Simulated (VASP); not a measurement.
# BP (F-43m) in VASP: notebook, part 2 of 2

VASP 6.6.1. The steps go on from the part before.

## 3. Vibrations by perturbation theory, LDA

This run uses another cell than the first one, of 11.52 Å³/atom, 1.203 times its volume.

Contents of INCAR:

```
  ALGO = Normal
  EDIFF = 1E-8
  ENCUT = 520
  IBRION = 8
  ISIF = 2
  ISMEAR = 0
  LASPH = True
  LCHARG = False
  LEPSILON = True
  LREAL = False
  LWAVE = False
  NBANDS = 11
  NELM = 80
  NSW = 1
  PREC = Accurate
  SIGMA = 0.01
```

Contents of KPOINTS:

```
k-points
0
Gamma
  10 10 10
```

Contents of POSCAR:

```
BP
1.0
    0.0000000000      2.2584893883      2.2584893883
    2.2584893883      0.0000000000      2.2584893883
    2.2584893883      2.2584893883      0.0000000000
B P
1 1
Direct
    0.0000000000      0.0000000000      0.0000000000
    0.7500000000      0.7500000000      0.7500000000
```

Potentials or basis: VASP PAW LDA potentials, release 64 (B, P).

Run with:

```sh
$ cat potpaw_LDA.64/B/POTCAR potpaw_LDA.64/P/POTCAR > POTCAR
$ mpirun -np 1 vasp_std > vasp.out
```

OUTCAR:

```text
EDIFF = 1E-8
   ENCUT = 520
   IBRION = 8
   ISIF = 2
   ISMEAR = 0
   LASPH = True
   LEPSILON = True
   LREAL = False
   NELM = 80
   NSW = 1
   PREC = Accurate

 ion  position               nearest neighbor table
   1  0.000  0.000  0.000-   2 1.96   2 1.96   2 1.96   2 1.96
   2  0.750  0.750  0.750-   1 1.96   1 1.96   1 1.96   1 1.96

  LATTYP: Found a face centered cubic cell.
 ALAT       =     4.5169787766

  Lattice vectors:

 A1 = (   0.0000000000,   2.2584893883,   2.2584893883)
 A2 = (   2.2584893883,   0.0000000000,   2.2584893883)
 A3 = (   2.2584893883,   2.2584893883,   0.0000000000)

Analysis of symmetry for initial positions (statically):
=====================================================================
 Subroutine PRICEL returns:
 Original cell was already a primitive cell.

 Routine SETGRP: Setting up the symmetry group for a
 face centered cubic supercell.

 Subroutine GETGRP returns: Found 24 space group operations
 (whereof 24 operations were pure point group operations)
 out of a pool of 48 trial point group operations.

The static configuration has the point symmetry T_d .

Analysis of symmetry for dynamics (positions and initial velocities):
=====================================================================
 Subroutine PRICEL returns:
 Original cell was already a primitive cell.

 Routine SETGRP: Setting up the symmetry group for a
 face centered cubic supercell.

 Subroutine GETGRP returns: Found 24 space group operations
 (whereof 24 operations were pure point group operations)
 out of a pool of 48 trial point group operations.

The dynamic configuration has the point symmetry T_d .

 Subroutine INISYM returns: Found 24 space group operations
 (whereof 24 operations are pure point group operations),
 and found     1 'primitive' translations

----------------------------------------------------------------------------------------

                                     Primitive cell

  volume of cell :      23.0401

  direct lattice vectors                    reciprocal lattice vectors
     0.000000000  2.258489388  2.258489388    -0.221386916  0.221386916  0.221386916
     2.258489388  0.000000000  2.258489388     0.221386916 -0.221386916  0.221386916
     2.258489388  2.258489388  0.000000000     0.221386916  0.221386916 -0.221386916

  length of vectors
     3.193986323  3.193986323  3.193986323     0.383453386  0.383453386  0.383453386

  position of ions in fractional coordinates (direct lattice)
     0.000000000  0.000000000  0.000000000
     0.750000000  0.750000000  0.750000000

  ion indices of the primitive-cell ions
   primitive index   ion index
                 1           1
                 2           2

[... 524 lines left out ...]
--------------------------------------- Ionic step        4  -------------------------------------------

------------------------ aborting loop because EDIFF is reached ----------------------------------------

[... ionic steps 5 to 6 ...]

--------------------------------------- Ionic step        7  -------------------------------------------

 Free energy of the ion-electron system (eV)
  ---------------------------------------------------
  ---------------------------------------------------
  free energy    TOTEN  =        -0.04124337 eV

  energy without entropy =       -0.04124337

------------------------ aborting loop because EDIFF is reached ----------------------------------------

 INTERNAL STRAIN TENSOR  FOR ION    2  DIRECTION 1   (eV/Angst):
 -----------------------------------------------------------------------------
    -0.00850  0.00000  0.00000
     0.00000  0.00703  6.75983
     0.00000  6.75983  0.00703

 MACROSCOPIC STATIC DIELECTRIC TENSOR (including local field effects in DFT)
 ------------------------------------------------------
           9.285965     0.000000    -0.000000
          -0.000000     9.285965     0.000000
           0.000000    -0.000000     9.285965
 ------------------------------------------------------

 PIEZOELECTRIC TENSOR (including local field effects)  for field in x, y, z        (e  Angst)
          XX          YY          ZZ          XY          YZ          ZX
  --------------------------------------------------------------------------------
  x    -0.00000    -0.00000     0.00000     0.00000    -0.19901     0.00000
  y    -0.00000    -0.00000     0.00000     0.00000     0.00000    -0.19901
  z    -0.00000     0.00000     0.00000    -0.19901     0.00000     0.00000

 PIEZOELECTRIC TENSOR (including local field effects)  for field in x, y, z        (C/m^2)
          XX          YY          ZZ          XY          YZ          ZX
  --------------------------------------------------------------------------------
  x    -0.00000    -0.00000     0.00000     0.00000    -0.13839     0.00000
  y    -0.00000    -0.00000     0.00000     0.00000     0.00000    -0.13839
  z    -0.00000     0.00000     0.00000    -0.13839     0.00000     0.00000

 BORN EFFECTIVE CHARGES (including local field effects) (in |e|, cummulative output)
 ---------------------------------------------------------------------------------
 ion    1
    1    -0.56410     0.00000    -0.00000
    2    -0.00000    -0.56410     0.00000
    3     0.00000     0.00000    -0.56410
 ion    2
    1     0.56410    -0.00000     0.00000
    2     0.00000     0.56410    -0.00000
    3    -0.00000    -0.00000     0.56410

 INTERNAL STRAIN TENSOR FOR ION    2 for displacements in x,y,z  (eV/Angst):
          X           Y           Z          XY          YZ          ZX
  --------------------------------------------------------------------------------
  x    -0.00000     0.00000     0.00000     0.00000     6.75983     0.00000
  y     0.00000     0.00000     0.00000     0.00000     0.00000     6.75983
  z     0.00000     0.00000    -0.00000     6.75983     0.00000     0.00000

 SECOND DERIVATIVES (NOT SYMMETRIZED)
 ------------------------------------
               1X          1Y          1Z          2X          2Y          2Z
  1X   -19.083503    0.000000    0.000000   19.083503    0.000000    0.000000
  1Y     0.000000  -19.083503    0.000000    0.000000   19.083503    0.000000
  1Z     0.000000    0.000000  -19.083503    0.000000    0.000000   19.083503
  2X    19.081497    0.000000    0.000000  -19.081497    0.000000    0.000000
  2Y     0.000000   19.081497    0.000000    0.000000  -19.081497    0.000000
  2Z     0.000000    0.000000   19.081497    0.000000    0.000000  -19.081497

 Eigenvectors and eigenvalues of the dynamical matrix
 ----------------------------------------------------

   1 f  =   24.124176 THz   151.576669 2PiTHz  804.695900 cm-1    99.769531 meV
             X         Y         Z           dx          dy          dz
      0.000000  0.000000  0.000000     0.000000    0.860983    0.000000
      3.387734  3.387734  3.387734     0.000000   -0.508634    0.000000
[... 21 lines left out ...]
   6 f/i=    0.000555 THz     0.003490 2PiTHz    0.018528 cm-1     0.002297 meV
             X         Y         Z           dx          dy          dz
      0.000000  0.000000  0.000000     0.000000    0.000000   -0.508634
      3.387734  3.387734  3.387734     0.000000    0.000000   -0.860983

--------------------------------------------------------------------------------------------------------

 MACROSCOPIC STATIC DIELECTRIC TENSOR IONIC CONTRIBUTION
 ------------------------------------------------------
           0.130967    -0.000000    -0.000000
          -0.000000     0.130967    -0.000000
          -0.000000    -0.000000     0.130967
 ------------------------------------------------------

 ELASTIC MODULI CONTR FROM IONIC RELAXATION (kBar)
 Direction    XX          YY          ZZ          XY          YZ          ZX
 --------------------------------------------------------------------------------
 XX          -0.0000      0.0000      0.0000      0.0000     -0.0000      0.0000
 YY           0.0000     -0.0000      0.0000      0.0000      0.0000     -0.0000
 ZZ           0.0000      0.0000     -0.0000      0.0000      0.0000      0.0000
 XY           0.0000      0.0000      0.0000   -177.6491      0.0000      0.0000
 YZ          -0.0000      0.0000      0.0000      0.0000   -177.6491      0.0000
 ZX           0.0000     -0.0000      0.0000      0.0000      0.0000   -177.6491
 --------------------------------------------------------------------------------

 PIEZOELECTRIC TENSOR IONIC CONTR  for field in x, y, z        (C/m^2)
          XX          YY          ZZ          XY          YZ          ZX
  --------------------------------------------------------------------------------
  x     0.00000    -0.00000    -0.00000     0.00000     0.14353    -0.00000
  y     0.00000     0.00000     0.00000    -0.00000     0.00000     0.14353
  z    -0.00000    -0.00000    -0.00000     0.14353    -0.00000    -0.00000
```

Run time: 8.6 min. Hardware: 1 thread of AMD EPYC 7R13, shared host; peak memory 0.19 GiB.

What came out:

| Quantity | Value |
| --- | --- |
| Electronic dielectric tensor (diagonal) | 9.29 |
| Born charges (mean of the diagonal) | B -0.56; P +0.56 e |
| Highest phonon frequency at Γ, LO-TO splitting left out | 805 cm⁻¹ |

Phonon frequencies in cm⁻¹ (negative: imaginary):
```csv
q point,frequencies
"(0.000, 0.000, 0.000)",0 0 0 805 805 805
```

Electronic dielectric tensor:
```
9.29 0.00 0.00
0.00 9.29 0.00
0.00 0.00 9.29
```

Born effective charge tensors (e):
atom 1, B
```
-0.56  0.00  0.00
 0.00 -0.56  0.00
 0.00  0.00 -0.56
```
atom 2, P
```
0.56 0.00 0.00
0.00 0.56 0.00
0.00 0.00 0.56
```

Caveat: the cell wasn't relaxed at this level first, which shifts response properties.
